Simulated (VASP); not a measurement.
Runs of VASP 6.6.1 on GaAs. The structure is that of space group F-43m (No. 216), or close to it. The cells are those of the table. 

```tsv
cell	gap on the mesh (eV)	pressure (GPa)
a = 4.102 Å, angles 60.0°, 2 atoms	none	-5.7
a = 4.068 Å, angles 60.0°, 2 atoms	none	-4.5
a = 3.925 Å, angles 60.0°, 2 atoms	0.75	2.6
a = 4.033 Å, angles 60.0°, 2 atoms	0.13	(b)
a = 3.888 Å, angles 60.0°, 2 atoms	(c)	(a)
a = 3.962 Å, angles 60.0°, 2 atoms	0.53	0.3
a = 3.998 Å, angles 60.0°, 2 atoms	(d)	-1.6
```

Alike in all rows: task single point; level LDA; potentials or basis VASP PAW LDA potentials, release 64 (Ga_d, As); no spin polarisation; k mesh 6 × 6 × 6; cutoff (eV) 500; smearing gaussian 0.1 eV.

Q: Estimate the missing entries.

A: (a) 5.2; (b) -3.2; (c) 0.97; (d) 0.33.

A k mesh can miss the band edges, and the runs leave out spin-orbit coupling on As, Ga.

A gap of «none» marks levels without a gap at the run's occupations.
